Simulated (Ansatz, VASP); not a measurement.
## Two plane-wave programs on NaI

```
Na I
1.0
     4.77225    0.00000   -0.47723
     0.00000    4.10189    0.00000
    -0.67738    0.00000    6.52518
Na I
2 2
Cartesian
  1.0237 2.0509 1.5119
  3.0711 2.0509 4.5360
  0.6851 0.0000 4.7740
  3.4098 0.0000 1.2739
```

Change from the starting cell: engineering shear strain xz -0.2000, normal strain along z -0.0367.

Alike in both runs: task single point; functional PBE; dispersion D3(BJ); k mesh 6 × 8 × 4; occupations gaussian, width 0.05 eV; no spin polarisation.

|  | VASP | Ansatz |
| --- | --- | --- |
| version | VASP 6.6.1 | Ansatz 0.2.0 |
| potentials or method | VASP PAW PBE potentials, release 64 (Na_pv, I), cutoff 520 eV | scalar-relativistic, plane waves, PAW |
| valence electrons in the cell | 28 | 52 |

```csv
,VASP,Ansatz,Ansatz less VASP
gap on the k mesh at the Fermi level (eV),1.46,1.47,+0.002
least direct gap on the mesh (eV),1.70,1.70,+0.002
pressure (GPa),1.3,1.2,-0.01
"traceless stress, the component that is largest in VASP (GPa)",4.47,4.47,+0.003
```

VASP's potentials hold 28 valence electrons a cell and Ansatz's 52, so a difference there can come from the potentials and not from the codes.

Spin-orbit coupling is off throughout.
